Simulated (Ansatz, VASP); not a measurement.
# Two plane-wave programs on Ti

INCAR

```
PREC = Accurate
ENCUT = 520
EDIFF = 1E-6
ISMEAR = 0
SIGMA = 0.15
LREAL = False
LASPH = True
NELM = 60
ALGO = Fast
ISIF = 2
LWAVE = False
LCHARG = False
GGA = PE
NBANDS = 19
```

File KPOINTS:

```
regular mesh
0
Gamma
  18 18 10
```

The input POSCAR:

```
Ti
1.0
    2.9499978604      0.0000000000      0.0000000000
   -1.4749989302      2.5547730882      0.0000000000
    0.0000000000      0.0000000000      4.4985600000
Ti
2
Direct
    0.3333333333      0.6666666667      0.2500000000
    0.6666666667      0.3333333333      0.7500000000
```

Input for Ansatz:

```yaml
crystal:
  lattice:
    - [2.9499978604, 0.0, 0.0]
    - [-1.4749989302, 2.5547730882, 0.0]
    - [0.0, 0.0, 4.49856]
  atoms:
    - { symbol: Ti, position: [0.3333333333, 0.6666666667, 0.25] }
    - { symbol: Ti, position: [0.6666666667, 0.3333333333, 0.75] }
basis:
  ecutwfc: 420
kpoints:
  mp_grid: { grid: [18, 18, 10] }
hamiltonian:
  xc: pbe
scf:
  occupations: { method: gaussian, width: 0.15 }
output:
  forces: true
  stress: true
  eigenvalues: true
  write_density: true
  write_potential: true
  elf: true
  volumetric_format: npy
```

Change from the starting cell: strain -0.0400 x Voigt [0, 0, 1, 0, 0, 0], atoms carried along.

Alike in both runs: task single point; functional PBE; k mesh 18 × 18 × 10; occupations gaussian, width 0.15 eV; no spin polarisation.

```csv
,VASP,Ansatz
version,VASP 6.6.1,Ansatz 0.2.0
potentials or method,"VASP PAW PBE potentials, release 64 (Ti_sv), cutoff 520 eV","scalar-relativistic, plane waves, PAW"
valence electrons in the cell,24,24
```

VASP gave:

```
gap on the k mesh at the Fermi level (eV)                     : none
pressure (GPa)                                                : 2.7
traceless stress, the component that is largest in VASP (GPa) : 2.89
```

Problem. What did Ansatz give for the same quantities?

Solution. gap on the k mesh at the Fermi level (eV): none; pressure (GPa): 3.1; traceless stress, the component that is largest in VASP (GPa): 2.90.

A gap of «none» marks a metal or a gap that the smearing closes.
